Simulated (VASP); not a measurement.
Input of a VASP 6.6.1 run:

File INCAR:

```
PREC = Accurate
ENCUT = 520
EDIFF = 1E-7
ISMEAR = 0
SIGMA = 0.1
LREAL = F
LASPH = T
NELM = 100
ALGO = Normal
ISIF = 2
LWAVE = F
LCHARG = T
GGA = PE
LELF = T
LVHAR = T
NBANDS = 31
```

The input KPOINTS:

```
Automatic mesh
0
Gamma
  4 4 4
```

The input POSCAR:

```
Sn3C
1.0
    4.9311623300      0.0000000000      0.0000000000
    0.0000000000      4.9311623300      0.0000000000
    0.0000000000      0.0000000000      4.9311623300
Sn C
3 1
Direct
    0.0000000000      0.5000000000      0.5000000000
    0.5000000000      0.0000000000      0.5000000000
    0.5000000000      0.5000000000      0.0000000000
    0.0000000000      0.0000000000      0.0000000000
```

Potentials or basis: VASP PAW PBE potentials, release 64 (Sn_d, C).

Launch:

```bash
$ cat potpaw_PBE.64/Sn_d/POTCAR potpaw_PBE.64/C/POTCAR > POTCAR
$ mpirun -np 1 vasp_std > vasp.out
```

Question: Estimate the band gap on the k mesh.

Answer: Zero (bands 23 and 24 overlap by 1.02 eV).

Question: Estimate the pressure.

Answer: -8.9 GPa.

Caveat: the cell stands under tension; spin-orbit coupling is left out, which moves the levels of the heavy elements.
